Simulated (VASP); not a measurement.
Input of a VASP 6.6.1 run:

Contents of INCAR:

```
  ALGO = Normal
  EDIFF = 1E-6
  EDIFFG = -0.03
  ENCUT = 600
  GGA = PS
  IBRION = 2
  ISIF = 8
  ISMEAR = 1
  LASPH = T
  LCHARG = F
  LREAL = F
  LWAVE = F
  NELM = 100
  NSW = 60
  PREC = Accurate
  SIGMA = 0.05
```

The input KPOINTS:

```
k-points
0
Gamma
  10 10 10
```

The input POSCAR:

```
Ti
1.0
    4.1300000000      0.0000000000      0.0000000000
    0.0000000000      4.1300000000      0.0000000000
    0.0000000000      0.0000000000      4.1300000000
Ti
4
Direct
    0.0000000000      0.0000000000      0.0000000000
    0.0000000000      0.5000000000      0.5000000000
    0.5000000000      0.0000000000      0.5000000000
    0.5000000000      0.5000000000      0.0000000000
```

Potentials or basis: VASP PAW PBE potentials, release 64 (Ti_sv).

Command:

```bash
$ cat potpaw_PBE.64/Ti_sv/POTCAR > POTCAR
$ mpirun -np 1 vasp_std > vasp.out
```

Q: What does it give for the relaxed cell?

A: a = 4.050 Å, b = 4.050 Å, c = 4.050 Å, α = 90.00°, β = 90.00°, γ = 90.00°.

Q: Estimate the relaxed volume.

A: 16.61 Å³/atom.

Step by step:
| step | energy change (eV) | largest force (eV/Å) | pressure (GPa) | volume (Å³) |
| --- | --- | --- | --- | --- |
| 1 | 0.0000 | 0.0000 | -6.04 | 70.44 |
| 2 | -0.0428 | 0.0000 | 4.80 | 63.89 |
| 3 | -0.0794 | 0.0000 | -0.03 | 66.43 |

Caveat: the highest band is partly filled, so the run has too few bands; the PAW data sets were made with another functional, which shifts forces and pressure a little.
